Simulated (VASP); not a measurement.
The system is SiGe3.

```xyz
4
Lattice="2.9559 0.0000 0.0000 0.0000 2.9559 0.0000 0.0000 0.0000 8.3606" Properties=species:S:1:pos:R:3 pbc="T T T"
Si    1.4780    1.4780    0.0000
Ge    0.0000    0.0000    6.2704
Ge    1.4780    1.4780    4.1803
Ge    0.0000    0.0000    2.0901
```

| Item | Value |
| --- | --- |
| Program | VASP 6.6.1 |
| Task | relaxation of cell and atoms |
| Functional | PBE |
| Potentials or basis | VASP PAW PBE potentials, release 64 (Si, Ge_d) |
| Cutoff | 600 eV |
| k mesh | 6 × 6 × 2 |
| Occupations | gaussian, width 0.1 eV |
| Spin | no spin polarisation |

At the start: pressure 1.3 GPa; volume 18.26 Å³/atom.

Task: Where does the relaxation end?

Result: Over 11 steps the energy falls by 39.6 meV/atom and the volume is 18.59 Å³/atom (+1.8 %); space group P4/mmm (No. 123, to 0.1 Å) before and after.

Step by step:
| step | energy change (eV) | largest force (eV/Å) | pressure (GPa) | volume (Å³) |
| --- | --- | --- | --- | --- |
| 1 | 0.0000 | 0.5278 | 1.28 | 73.05 |
| 2 | -0.0341 | 0.4617 | -0.17 | 74.61 |
| 3 | -0.0486 | 0.3243 | -2.19 | 76.96 |
| 4 | -0.0707 | 0.2862 | -2.26 | 76.55 |
| 5 | -0.1268 | 0.1596 | -1.41 | 75.31 |
| 6 | -0.1207 | 0.2273 | 1.57 | 72.82 |
| 7 | -0.1484 | 0.0796 | -0.24 | 74.22 |
| 8 | -0.1485 | 0.0619 | -0.13 | 74.13 |
| 9 | -0.1531 | 0.0493 | 0.11 | 73.90 |
| 10 | -0.1558 | 0.0032 | 0.71 | 73.56 |
| 11 | -0.1583 | 0.0059 | 0.18 | 74.35 |

Final structure:
```xyz
4
Lattice="2.9367 0.0000 0.0000 0.0000 2.9367 0.0000 0.0000 0.0000 8.6206" Properties=species:S:1:pos:R:3 pbc="T T T"
Si    1.4683    1.4683    0.0000
Ge    0.0000    0.0000    6.7148
Ge    1.4683    1.4683    4.3103
Ge    0.0000    0.0000    1.9058
```

Caveat: the k points lie up to 0.36 Å⁻¹ apart in the final cell; the highest band is partly filled, so the run has too few bands.
